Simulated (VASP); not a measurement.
Crystal: Mg3CdS4.

```
CELL_PARAMETERS angstrom
3.91272 0.00000 0.00000
0.00000 3.91272 0.00000
0.00000 0.00000 11.06683
ATOMIC_POSITIONS crystal
Mg 0.00000 0.00000 0.75000
Mg 0.00000 0.00000 0.25000
Mg 0.50000 0.50000 0.50000
Cd 0.50000 0.50000 0.00000
S 0.50000 0.00000 0.12500
S 0.00000 0.50000 0.37500
S 0.50000 0.00000 0.62500
S 0.00000 0.50000 0.87500
```

- Program: VASP 6.6.1
- Task: relaxation of cell and atoms
- Functional: PBE
- Potentials or basis: VASP PAW PBE potentials, release 64 (Mg, Cd, S)
- Cutoff: 600 eV
- k mesh: 4 × 4 × 2
- Occupations: gaussian, width 0.1 eV
- Spin: no spin polarisation

At the start: pressure 8.8 GPa; volume 21.18 Å³/atom.

Question: Where does the relaxation end?

Answer: Over 9 steps the energy falls by 79.8 meV/atom and the volume is 23.79 Å³/atom (+12.3 %); space group P-4m2 (No. 115, to 0.1 Å) before and after.

The path:
| step | energy change (eV) | largest force (eV/Å) | pressure (GPa) | volume (Å³) |
| --- | --- | --- | --- | --- |
| 1 | 0.0000 | 1.2066 | 8.79 | 169.43 |
| 2 | -0.5446 | 0.2121 | -2.24 | 199.54 |
| 3 | -0.5984 | 0.3715 | -0.19 | 191.64 |
| 4 | -0.5983 | 0.3593 | -0.32 | 192.10 |
| 5 | -0.6126 | 0.2275 | -0.22 | 191.57 |
| 6 | -0.6264 | 0.1897 | 0.06 | 190.32 |
| 7 | -0.6327 | 0.1184 | 0.02 | 190.44 |
| 8 | -0.6362 | 0.1204 | -0.05 | 190.63 |
| 9 | -0.6380 | 0.0083 | 0.04 | 190.30 |

Final structure:
```yaml
crystal:
  lattice:
    - [4.08074, 0.00000, 0.00000]
    - [0.00000, 4.08074, 0.00000]
    - [0.00000, 0.00000, 11.42759]
  atoms:
    - { symbol: Mg, position: [0.00000, 0.00000, 0.74399] }
    - { symbol: Mg, position: [0.00000, 0.00000, 0.25601] }
    - { symbol: Mg, position: [0.50000, 0.50000, 0.50000] }
    - { symbol: Cd, position: [0.50000, 0.50000, 0.00000] }
    - { symbol: S, position: [0.50000, 0.00000, 0.13522] }
    - { symbol: S, position: [0.00000, 0.50000, 0.37793] }
    - { symbol: S, position: [0.50000, 0.00000, 0.62207] }
    - { symbol: S, position: [0.00000, 0.50000, 0.86478] }
```
